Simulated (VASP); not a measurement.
# Nb (Immm) in VASP: single point with PBEsol

Aim: the single point of Nb with PBEsol.

Program: VASP 6.6.1. These are calculated values, not measurements. Logs are shortened: lines on timing, memory, paths and dates and some standing lists are left out, and cuts for length are marked.

## (1) The cell of the first run

The typed cell holds 1 atom: a = 2.991 Å, b = 2.995 Å, c = 2.991 Å, α = 59.96°, β = 59.92°, γ = 59.96°.

## (2) Single point, PBEsol (strain +0.0025 x Voigt [0, 0, 0, 0, 1, 0])

File INCAR:

```
SYSTEM = Nb
PREC = Accurate
ENCUT = 520
EDIFF = 1E-6
ISMEAR = 0
SIGMA = 0.15
LREAL = .False.
LASPH = .True.
NELM = 60
ALGO = Fast
ISIF = 2
LWAVE = .False.
LCHARG = .False.
GGA = PS
NBANDS = 12
```

File KPOINTS:

```
regular mesh
0
Gamma
  20 20 20
  0 0 0
```

File POSCAR:

```
Nb
1.0
    0.0026437500      2.1150000000      2.1150000000
    2.1176437500      0.0000000000      2.1176437500
    2.1150000000      2.1150000000      0.0026437500
Nb
1
Direct
    0.0000000000      0.0000000000      0.0000000000
```

Potentials or basis: VASP PAW PBE potentials, release 64 (Nb_sv).

On the command line:

```sh
$ cat potpaw_PBE.64/Nb_sv/POTCAR > POTCAR
$ mpirun -np 1 vasp_std > vasp.out
```

OUTCAR:

```text
SYSTEM = Nb
   PREC = Accurate
   ENCUT = 520
   EDIFF = 1E-6
   ISMEAR = 0
   LREAL = .False.
   LASPH = .True.
   NELM = 60
   ISIF = 2
   GGA = PS

 ion  position               nearest neighbor table
   1  0.000  0.000  0.000-

  LATTYP: Found a body centered orthorhombic cell.
 ALAT       =     2.9873228573
 B/A-ratio  =     1.0025031289
 C/A-ratio  =     1.4159835418

  Lattice vectors:

 A1 = (   0.0026437500,  -2.1150000000,   2.1150000000)
 A2 = (  -0.0026437500,  -2.1150000000,  -2.1150000000)
 A3 = (   2.1150000000,   2.1150000000,   0.0026437500)

Analysis of symmetry for initial positions (statically):
=====================================================================
 Subroutine PRICEL returns:
 Original cell was already a primitive cell.

 Routine SETGRP: Setting up the symmetry group for a
 body centered orthorhombic supercell.

 Subroutine GETGRP returns: Found  8 space group operations
 (whereof  8 operations were pure point group operations)
 out of a pool of  8 trial point group operations.

The static configuration has the point symmetry D_2h.

Analysis of symmetry for dynamics (positions and initial velocities):
=====================================================================
 Subroutine PRICEL returns:
 Original cell was already a primitive cell.

 Routine SETGRP: Setting up the symmetry group for a
 body centered orthorhombic supercell.

 Subroutine GETGRP returns: Found  8 space group operations
 (whereof  8 operations were pure point group operations)
 out of a pool of  8 trial point group operations.

The dynamic configuration has the point symmetry D_2h.

 Subroutine INISYM returns: Found  8 space group operations
 (whereof  8 operations are pure point group operations),
 and found     1 'primitive' translations

----------------------------------------------------------------------------------------

                                     Primitive cell

  volume of cell :      18.9217

  direct lattice vectors                    reciprocal lattice vectors
     0.002643750  2.115000000  2.115000000    -0.236702498  0.236406619  0.236702498
     2.117643750  0.000000000  2.117643750     0.236111480 -0.236406619  0.236111480
     2.115000000  2.115000000  0.002643750     0.236702498  0.236406619 -0.236702498

  length of vectors
     2.991062853  2.994800512  2.991062853     0.409809998  0.409127549  0.409809998

  position of ions in fractional coordinates (direct lattice)
     0.000000000  0.000000000  0.000000000

  ion indices of the primitive-cell ions
   primitive index   ion index
                 1           1

----------------------------------------------------------------------------------------

 KPOINTS: regular mesh

Automatic generation of k-mesh.
 Grid dimensions read from file:
 generate k-points for:   20   20   20

 Generating k-lattice:

  Cartesian coordinates                     Fractional coordinates (reciprocal lattice)
    -0.011835125  0.011820331  0.011835125     0.050000000  0.000000000  0.000000000
     0.011805574 -0.011820331  0.011805574     0.000000000  0.050000000  0.000000000
     0.011835125  0.011820331 -0.011835125     0.000000000  0.000000000  0.050000000

  Length of vectors
     0.020490500  0.020456377  0.020490500

  Shift w.r.t. Gamma in fractional coordinates (k-lattice)
     0.000000000  0.000000000  0.000000000

 Subroutine IBZKPT returns following result:
 ===========================================

 Found   1166 irreducible k-points:

 Following reciprocal coordinates:
            Coordinates               Weight
  0.000000  0.000000  0.000000      1.000000
  0.050000  0.000000 -0.000000      4.000000
  0.100000  0.000000  0.000000      4.000000
  0.150000  0.000000 -0.000000      4.000000
  0.200000  0.000000  0.000000      4.000000
  0.250000  0.000000  0.000000      4.000000
[... 16 lines left out ...]
 -0.450000  0.050000 -0.000000      8.000000
 -0.400000  0.050000  0.000000      8.000000
 [... further k-points ...]
   k-points           NKPTS =   1166   k-points in BZ     NKDIM =   1166   number of bands    NBANDS=     12
   number of dos      NEDOS =    301   number of ions     NIONS =      1
   total plane-waves  NPLWV =  13824
   dimension x,y,z NGX =    24 NGY =   24 NGZ =   24
   dimension x,y,z NGXF=    48 NGYF=   48 NGZF=   48
   ions per type =               1
   NGX,Y,Z   is equivalent  to a cutoff of  13.34, 13.32, 13.34 a.u.
   NGXF,Y,Z  is equivalent  to a cutoff of  26.68, 26.65, 26.68 a.u.
 SYSTEM =  Nb
   PREC   = accura    normal or accurate (medium, high low for compatibility)
   ISTART =      0    job   : 0-new  1-cont  2-samecut
   ICHARG =      2    charge: 1-file 2-atom 10-const
   ISPIN  =      1    spin polarized calculation?
   LNONCOLLINEAR =      F non collinear calculations
   LSORBIT =      F    spin-orbit coupling
   LASPH  =      T    aspherical Exc in radial PAW
   ENCUT  =  520.0 eV  38.22 Ry    6.18 a.u.   5.56  5.57  5.56*2*pi/ulx,y,z
   NELM   =     60;   NELMIN=  2; NELMDL= -5     # of ELM steps
   EDIFF  = 0.1E-05   stopping-criterion for ELM
   LREAL  =      F    real-space projection
   EDIFFG = 0.1E-04   stopping-criterion for IOM
   NSW    =      0    number of steps for IOM
   IBRION =     -1    ionic relax: 0-MD 1-quasi-New 2-CG
   NFREE  =      0    steps in history (QN), initial steepest desc. (CG)
   ISIF   =      2    stress and relaxation
   ISYM   =      2    0-nonsym 1-usesym 2-fastsym
   POTIM  = 0.5000    time-step for ionic-motion
   TEBEG  =    0.0;   TEEND  =   0.0 temperature during run
   PSTRESS=    0.0 pullay stress
   NELECT =      13.0000    total number of electrons
   NUPDOWN=      -1.0000    fix difference up-down
   EMIN   =  10.00;   EMAX   =-10.00  energy-range for DOS
   EFERMI =   0.00;   METHOD = LEGACY
   ISMEAR =     0;   SIGMA  =   0.15  broadening in eV -4-tet -1-fermi 0-gaus
   EFERMI_NEDOS =   21; number of points for ismear=-14 and -15
   IALGO  =     68    algorithm
   IMIX   =      4    mixing-type and parameters
     AMIX     =   0.40;   BMIX     =  1.00
     AMIX_MAG =   1.60;   BMIX_MAG =  1.00
  volume/ion in A,a.u.               =      18.92       127.69
  Fermi-wavevector in a.u.,A,eV,Ry     =   1.444561  2.729824 28.392035  2.086756
  Thomas-Fermi vector in A             =   2.562842
   LORBIT       =      0    0 simple, 1 ext, 2 COOP (PROOUT), +10 PAW based schemes
   GGA     = PS    functional components
   LHFCALC =     F    Hartree Fock is set to
   AEXX    =    0.0000 exact exchange contribution
   IVDW    =     0    specifies the selected vdW correction
   LEPSILON=     F    determine dielectric tensor
   LRPA    =     F    only Hartree local field effects (RPA)
 non-spin polarized calculation
 RMM-DIIS sequential band-by-band and
 Gauss-broadening in eV      SIGMA  =   0.15
  energy-cutoff  :      520.00
  volume of cell :       18.92
 maximum number of plane-waves:       532
   NGX = 11   NGY = 11   NGZ = 11

 number of electron      13.0000001 magnetization

 Free energy of the ion-electron system (eV)
  ---------------------------------------------------
  ext. energy  EPLUGINS =         0.00000000
  ---------------------------------------------------
  free energy    TOTEN  =       -10.59561979 eV

  energy without entropy =      -10.57837712  energy(sigma->0) =      -10.58699845

 E-fermi :  10.7244     XC(G=0): -12.3784

 val. band max:       10.7235011102   @ k =  -0.0500   0.3500   0.0000
 cond. band min:      10.7246643227   @ k =   0.3000  -0.4500   0.0500
 fundamental gap:      0.0011632125
 Fermi energy:        10.7243733892

 k-point     1 :       0.0000    0.0000    0.0000
  band No.  band energies     occupation
      1     -43.9838      2.00000
      2     -19.4084      2.00000
      3     -19.4052      2.00000
      4     -19.4019      2.00000
      5       4.4887      2.00000
      6      10.8100      0.41946
      7      10.8288      0.32468
      8      10.8480      0.24368
      9      13.3914      0.00000
     10      13.3914      0.00000
     11      22.5432      0.00000
     12      27.2282      0.00000

 k-point     2 :       0.0500    0.0000   -0.0000
  band No.  band energies     occupation
      1     -43.9792      2.00000
      2     -19.4337      2.00000
      3     -19.4121      2.00000
      4     -19.4078      2.00000
      5       4.5820      2.00000
      6      10.7670      0.68762
      7      10.8536      0.22323
      8      10.8799      0.14262
      9      13.3515      0.00000
     10      13.3518      0.00000
     11      22.7324      0.00000
     12      26.8653      0.00000

 k-point     3 :       0.1000    0.0000    0.0000
  band No.  band energies     occupation
      1     -43.9660      2.00000
      2     -19.5219      2.00000
      3     -19.4231      2.00000
      4     -19.4190      2.00000
      5       4.8528      2.00000
      6      10.5715      1.85046
      7      10.9708      0.02016
      8      10.9979      0.00990
      9      13.2551      0.00000
     10      13.2561      0.00000
     11      23.2553      0.00000
     12      25.9576      0.00000

 k-point     4 :       0.1500    0.0000   -0.0000
  band No.  band energies     occupation
      1     -43.9453      2.00000
      2     -19.6574      2.00000
      3     -19.4401      2.00000
      4     -19.4362      2.00000
      5       5.2716      2.00000
      6      10.3208      1.99986
      7      11.1157      0.00022
      8      11.1446      0.00007
      9      13.1723      0.00000
     10      13.1743      0.00000
     11      23.8994      0.00000
     12      25.1298      0.00000

 k-point     5 :       0.2000    0.0000    0.0000
  band No.  band energies     occupation
      1     -43.9191      2.00000
      2     -19.8253      2.00000
      3     -19.4614      2.00000
      4     -19.4578      2.00000
      5       5.7816      2.00000
      6      10.1068      2.00000
      7      11.2061      0.00001
      8      11.2362      0.00000
      9      13.2107      0.00000
     10      13.2151      0.00000
     11      23.7067      0.00000
     12      25.2855      0.00000
[... 228 lines left out ...]
      1     -43.8004      2.00000
      2     -20.5184      2.00000
      3     -19.5666      2.00000
      4     -19.5636      2.00000
      5       6.9912      2.00000
      6      10.5449      1.90945
      7      10.7862      0.56017
      8      11.5743      0.00000
      9      15.1610      0.00000
     10      15.2806      0.00000
     11      21.2236      0.00000
     12      22.9353      0.00000

 k-point    22 :       0.5000    0.0500    0.0000
  band No.  band energies     occupation
      1     -43.7927      2.00000
      2     -20.5620      2.00000
      3     -19.5779      2.00000
      4     -19.5649      2.00000
      5       6.9825      2.00000
      6      10.5003      1.96533
      7      10.7216      1.02078
      8      11.9071      0.00000
      9      15.3676      0.00000
     10      15.5093      0.00000
     11      21.0130      0.00000
     12      22.4841      0.00000

 k-point    23 :      -0.4500    0.0500   -0.0000
  band No.  band energies     occupation
      1     -43.7943      2.00000
      2     -20.5529      2.00000
      3     -19.5820      2.00000
      4     -19.5584      2.00000
      5       6.9858      2.00000
      6      10.5243      1.94079
      7      10.7205      1.02931
      8      11.8422      0.00000
      9      15.1920      0.00000
     10      15.5841      0.00000
     11      21.0620      0.00000
     12      22.5766      0.00000

 k-point    24 :      -0.4000    0.0500    0.0000
  band No.  band energies     occupation
      1     -43.8050      2.00000
      2     -20.4920      2.00000
      3     -19.5782      2.00000
      4     -19.5450      2.00000
      5       6.9957      2.00000
      6      10.6127      1.70751
      7      10.7844      0.57173
      8      11.4111      0.00000
      9      14.7936      0.00000
     10      15.3807      0.00000
     11      21.3386      0.00000
     12      23.2013      0.00000

 [... further k-points ...]
[... 5 lines left out ...]
  --------------------------------------------------------------------------------------
  -------------------------------------------------------------------------------------
  Total       -0.8635451     -0.8636954     -0.8635451      0.0000000      0.0000000      0.0159595
  in kB      -73.1198339    -73.1325528    -73.1198339      0.0000000      0.0000000      1.3513519
  external PRESSURE =     -73.1240735 kB  Pullay stress =       0.0000000 kB

 VOLUME and BASIS-vectors are now :
 -----------------------------------------------------------------------------
  energy-cutoff  :      520.00
  volume of cell :       18.92
      direct lattice vectors                 reciprocal lattice vectors
     0.002643750  2.115000000  2.115000000    -0.236702498  0.236406619  0.236702498
     2.117643750  0.000000000  2.117643750     0.236111480 -0.236406619  0.236111480
     2.115000000  2.115000000  0.002643750     0.236702498  0.236406619 -0.236702498

 POSITION                                       TOTAL-FORCE (eV/Angst)
 -----------------------------------------------------------------------------------
      0.00000      0.00000      0.00000         0.000000      0.000000     -0.000000
 -----------------------------------------------------------------------------------
    total drift:                               -0.000000     -0.000000      0.000000

  FREE ENERGIE OF THE ION-ELECTRON SYSTEM (eV)
  ---------------------------------------------------
  free  energy   TOTEN  =       -10.5956197932 eV

  energy  without entropy=      -10.5783771167  energy(sigma->0) =      -10.58699845
```

Run time: 11 min. Hardware: 1 thread of AMD EPYC 7R13, shared host; peak memory 0.33 GiB.

Results:

- Free energy: -10.5956 eV
- Pressure: -7.3 GPa

Stress tensor (GPa, compression positive):
```
-7.31  0.00  0.14
 0.00 -7.31  0.00
 0.14  0.00 -7.31
```

Caveat: the cell differs from its parent crystal (strain +0.0025 x Voigt [0, 0, 0, 0, 1, 0]); the PAW data sets were made with another functional, which shifts forces and pressure a little.
